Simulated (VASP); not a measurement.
Input of a VASP 6.6.1 run:

INCAR

```
SYSTEM = TiO2
PREC     = Accurate       ! precision mode
ENCUT    = 600            ! plane-wave cutoff, eV
EDIFF    = 1E-6           ! SCF threshold, eV
ISMEAR   = -1             ! smearing method
SIGMA    = 0.02           ! smearing width, eV
LREAL    = .FALSE.        ! projectors in reciprocal space
LASPH    = .TRUE.         ! aspherical terms in the spheres
NELM     = 60             ! most SCF steps
ALGO     = Normal         ! electronic algorithm
ISIF     = 3              ! what is computed and relaxed
LWAVE    = .FALSE.        ! write WAVECAR
LCHARG   = .FALSE.        ! write CHGCAR
GGA      = PS             ! functional
IBRION   = 2              ! ionic algorithm
NSW      = 80             ! ionic steps
EDIFFG   = -0.005         ! ionic threshold
```

File KPOINTS:

```
regular mesh
0
G
  8 8 8
  0 0 0
```

The input POSCAR:

```
TiO2
1.0
   -1.8996053946      1.8996053946      4.8488433954
    1.8996053946     -1.8996053946      4.8488433954
    1.8996053946      1.8996053946     -4.8488433954
Ti O
2 4
Direct
    0.0000000000      0.0000000000      0.0000000000
    0.7500000000      0.2500000000      0.5000000000
    0.9564830881      0.4564830881      0.5000000000
    0.2064830881      0.2064830881      0.0000000000
    0.5435169119      0.0435169119      0.5000000000
    0.7935169119      0.7935169119      0.0000000000
```

Potentials or basis: VASP PAW PBE potentials, release 64 (Ti_sv, O).

Run with:

```sh
$ cat potpaw_PBE.64/Ti_sv/POTCAR potpaw_PBE.64/O/POTCAR > POTCAR
$ mpirun -np 1 vasp_std > vasp.out
```

Task: Estimate the space group after relaxing (to 0.1 Å).

Result: I4_1/amd (No. 141).

Task: Predict the relaxed cell.

Result: a = 5.473 Å, b = 5.473 Å, c = 5.473 Å, α = 139.69°, β = 139.69°, γ = 58.33°.

Step by step:
| step | energy change (eV) | largest force (eV/Å) | pressure (GPa) | volume (Å³) |
| --- | --- | --- | --- | --- |
| 1 | 0.0000 | 0.0881 | -5.44 | 69.99 |
| 2 | 0.0199 | 0.3264 | 7.62 | 66.05 |
| 3 | -0.0315 | 0.0843 | -0.09 | 68.22 |
| 4 | -0.0315 | 0.0880 | -0.02 | 68.18 |
| 5 | -0.0323 | 0.0197 | 0.07 | 68.10 |
| 6 | -0.0323 | 0.0174 | 0.09 | 68.10 |
| 7 | -0.0326 | 0.0080 | -0.09 | 68.14 |
| 8 | -0.0327 | 0.0136 | -0.59 | 68.24 |
| 9 | -0.0328 | 0.0067 | -0.48 | 68.21 |
| 10 | -0.0329 | 0.0054 | -0.43 | 68.19 |
| 11 | -0.0331 | 0.0000 | -0.30 | 68.12 |
| 12 | -0.0332 | 0.0125 | 0.01 | 67.99 |
| 13 | -0.0332 | 0.0093 | -0.06 | 68.03 |
| 14 | -0.0332 | 0.0053 | -0.15 | 68.07 |
| 15 | -0.0332 | 0.0058 | -0.14 | 68.06 |
| 16 | -0.0332 | 0.0073 | -0.10 | 68.04 |
| 17 | -0.0332 | 0.0079 | -0.09 | 68.04 |
| 18 | -0.0332 | 0.0082 | -0.08 | 68.03 |
| 19 | -0.0332 | 0.0063 | -0.06 | 68.02 |
| 20 | -0.0332 | 0.0008 | 0.02 | 67.98 |

Caveat: the PAW data sets were made with another functional, which shifts forces and pressure a little.
